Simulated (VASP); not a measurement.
Hf, 1 atom in the cell. Symmetry: Im-3m, No. 229, cubic system. Conventional cell: a = 3.492 Å, b = 3.492 Å, c = 3.492 Å, α = 90.00°, β = 90.00°, γ = 90.00°. Hf (site symmetry m-3m) has 14 Hf at 3.02 to 3.49 Å within 4.0 Å. 

```yaml
Program: VASP 6.6.1
Task: single point
Functional: PBEsol
Potentials_or_basis: VASP PAW PBE potentials, release 64 (Hf_pv)
Cutoff: 520 eV
k_mesh: 12 × 12 × 12
Occupations: fermi-dirac, width 0.1 eV
Spin: no spin polarisation
Dipole_correction: no
Further_INCAR_settings: ALGO = Normal; EDIFF = 1e-06; NBANDS = 11
```

Potentials or basis: VASP PAW PBE potentials, release 64 (Hf_pv).

Launch:

```bash
$ cat potpaw_PBE.64/Hf_pv/POTCAR > POTCAR
$ mpirun -np 1 vasp_std > vasp.out
```

Hardware: 1 thread of Intel Xeon 8259CL (shared host).

How long does it take, and how much memory?

Wall time 16 s on 1 thread of Intel Xeon 8259CL, on a shared host, peak memory 0.15 GiB. Counts: scf iterations 11, k points 72.
